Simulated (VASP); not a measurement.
Write the native input for VASP 6.6.1 that does the following.

```yaml
Task: relaxation of cell and atoms
Functional: PBE
Potentials_or_basis: VASP PAW PBE potentials, release 64 (Si, B, C)
Cutoff: 600 eV
k_mesh: 4 × 4 × 4
Occupations: gaussian, width 0.2 eV
Spin: no spin polarisation
Dipole_correction: no
Further_INCAR_settings: ALGO = Normal; EDIFF = 1e-07; IBRION = 2; EDIFFG = -0.08; NSW = 36; ISIF = 3
```

The structure of SiB5C lies in POSCAR:

```
SiB5C
1.0
    0.0000000000      3.3308412800      3.3308412800
    3.3308412800      0.0000000000      3.3308412800
    3.3308412800      3.3308412800      0.0000000000
Si B C
1 5 1
Direct
    0.0000000000      0.0000000000      0.0000000000
    0.1319765200      0.1319765200      0.1319765200
    0.1319765200      0.1319765200      0.6040704300
    0.1319765200      0.6040704300      0.1319765200
    0.6040704300      0.1319765200      0.1319765200
    0.7500000000      0.7500000000      0.7500000000
    0.2500000000      0.2500000000      0.2500000000
```

The cell was built from a structure type or drawn by symmetry, and may not be a known phase.

These files were run (other wordings do the same):

INCAR

```
SYSTEM = SiB5C
PREC = Accurate
ENCUT = 600
EDIFF = 1E-7
ISMEAR = 0
SIGMA = 0.2
LREAL = .False.
LASPH = .True.
NELM = 120
ALGO = Normal
ISIF = 3
LWAVE = .False.
LCHARG = .False.
GGA = PE
IBRION = 2
NSW = 36
EDIFFG = -0.08
GGA_COMPAT = .False.
NELMIN = 4
```

KPOINTS

```
Automatic mesh
0
Gamma
  4 4 4
  0 0 0
```

Potentials or basis: VASP PAW PBE potentials, release 64 (Si, B, C).

Run with:

```console
$ cat potpaw_PBE.64/Si/POTCAR potpaw_PBE.64/B/POTCAR potpaw_PBE.64/C/POTCAR > POTCAR
$ mpirun -np 1 vasp_std > vasp.out
```

It gave:

| Property | Result |
| --- | --- |
| Relaxed volume | 17.18 Å³/atom |
| Relaxed cell | a = 5.540 Å, b = 5.540 Å, c = 5.540 Å, α = 60.00°, β = 60.00°, γ = 60.00° |
| Space group after relaxing (to 0.1 Å) | F-43m (No. 216) |
| Pressure after relaxing | 0.0 GPa |
| Largest force after relaxing | 0.003 eV/Å |
| Band gap on the k mesh | zero (an odd number of electrons rules out a gap without spin polarisation) |

Caveat: the k points lie up to 0.35 Å⁻¹ apart in the final cell, too coarse for converged energies and pressures of a metal; the volume moved by over 15 % at a fixed basis, so the end points are rough.

Run time: 5.5 min on 1 thread of Intel Xeon 8259CL, with other jobs on the host, peak memory 0.24 GiB.
